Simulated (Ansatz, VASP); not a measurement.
**TaN: VASP beside Ansatz**

The input INCAR:

```
ALGO = Normal
EDIFF = 1E-6
ENCUT = 600
GGA_COMPAT = False
ISIF = 2
ISMEAR = 0
LASPH = True
LCHARG = False
LREAL = False
LWAVE = False
NBANDS = 16
NELM = 120
PREC = Accurate
SIGMA = 0.15
```

Contents of KPOINTS:

```
k-points
0
Gamma
  18 18 18
```

File POSCAR:

```
TaN
1.0
    0.0000000000      2.1918784864      2.1918784864
    2.1918784864      0.0000000000      2.1918784864
    2.1918784864      2.1918784864      0.0000000000
Ta N
1 1
Direct
    0.4967417379      0.5032582621      0.5032582621
    0.0420914985     -0.0420914985     -0.0420914985
```

Input for Ansatz:

```yaml
crystal:
  lattice:
    - [0.0, 2.1918784864, 2.1918784864]
    - [2.1918784864, 0.0, 2.1918784864]
    - [2.1918784864, 2.1918784864, 0.0]
  atoms:
    - { symbol: Ta, position: [0.4967417379, 0.5032582621, 0.5032582621] }
    - { symbol: "N", position: [0.0420914985, -0.0420914985, -0.0420914985] }
basis:
  ecutwfc: 520.0
kpoints:
  mp_grid: { grid: [18, 18, 18] }
hamiltonian:
  xc: lda
  pseudopotentials: { kind: paw, azcp: { folder: soft_1 } }
scf:
  occupations: { method: gaussian, width: 0.15 }
output:
  forces: true
  stress: true
  eigenvalues: true
```

Change from the starting cell: mode 4 frozen in at -0.183 Å, equal normal strain along x, y and z +0.0083.

Alike in both runs: task single point; functional LDA; k mesh 18 × 18 × 18; occupations gaussian, width 0.15 eV; no spin polarisation.

|  | VASP | Ansatz |
| --- | --- | --- |
| version | VASP 6.6.1 | Ansatz 0.2.0 |
| potentials or method | VASP PAW LDA potentials, release 64 (Ta_sv_GW, N), cutoff 600 eV | scalar-relativistic, plane waves, PAW |
| valence electrons in the cell | 18 | 18 |

Ansatz gave:

* gap on the k mesh at the Fermi level (eV): none
* pressure (GPa): -1.9
* traceless stress, the component that is largest in VASP (GPa): 13.33
* rms of the force components (eV/Å): 1.153

Question: What did VASP give for the same quantities?

Answer: gap on the k mesh at the Fermi level (eV): none; pressure (GPa): -0.6; traceless stress, the component that is largest in VASP (GPa): 13.51; rms of the force components (eV/Å): 1.174.

Ansatz warns that its potentials were made for another functional, while VASP's fit it. LDA's correlation is that of Perdew and Zunger in VASP and of Perdew and Wang (1992) in Ansatz. Atom by atom the forces differ by 0.021 eV/Å (rms over components). A gap of «none» marks a metal or a gap that the smearing closes.

Neither program's run includes spin-orbit coupling.
